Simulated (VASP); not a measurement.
Set up this calculation in VASP 6.6.1, as the native input.

* Task: relaxation of cell and atoms
* Functional: PBE
* Potentials or basis: VASP PAW PBE potentials, release 64 (Pb_d, S)
* Cutoff: 600 eV
* k mesh: 10 × 10 × 10
* Occupations: gaussian, width 0.02 eV
* Spin: no spin polarisation
* Dipole correction: no
* Further INCAR settings: ALGO = Normal; EDIFF = 1e-06; IBRION = 2; EDIFFG = -0.005; NSW = 100; ISIF = 3

The structure of PbS lies in POSCAR:

```
PbS
1.0
    0.0000000000      2.9650006778      2.9650006778
    2.9650006778      0.0000000000      2.9650006778
    2.9650006778      2.9650006778      0.0000000000
Pb S
1 1
Direct
    0.5000000000      0.5000000000      0.5000000000
    0.0000000000      0.0000000000      0.0000000000
```

These files were run (other wordings do the same):

INCAR

```
ALGO = Normal
EDIFF = 1E-6
EDIFFG = -0.005
ENCUT = 600
GGA = PE
IBRION = 2
ISIF = 3
ISMEAR = 0
LASPH = True
LCHARG = False
LREAL = False
LWAVE = False
NELM = 60
NSW = 100
PREC = Accurate
SIGMA = 0.02
```

KPOINTS

```
k-points
0
Gamma
  10 10 10
```

Potentials or basis: VASP PAW PBE potentials, release 64 (Pb_d, S).

The run is started by

```console
$ cat potpaw_PBE.64/Pb_d/POTCAR potpaw_PBE.64/S/POTCAR > POTCAR
$ mpirun -np 1 vasp_std > vasp.out
```

Results of the run:

| Quantity | Value |
| --- | --- |
| Relaxed volume | 27.10 Å³/atom |
| Relaxed cell | a = 4.248 Å, b = 4.248 Å, c = 4.248 Å, α = 60.00°, β = 60.00°, γ = 60.00° |
| Space group after relaxing (to 0.1 Å) | Fm-3m (No. 225) |
| Energy gained by relaxing | 7.1 meV/atom |
| Ionic steps | 3 |
| Pressure after relaxing | 0.0 GPa |
| Band gap on the k mesh | 0.50 eV |

Caveat: spin-orbit coupling is left out, which moves the levels of the heavy elements.

Wall time 43 s on 1 thread of Intel(R) Xeon(R) 6975P-C (Granite Rapids) (shared host), peak memory 0.23 GiB.
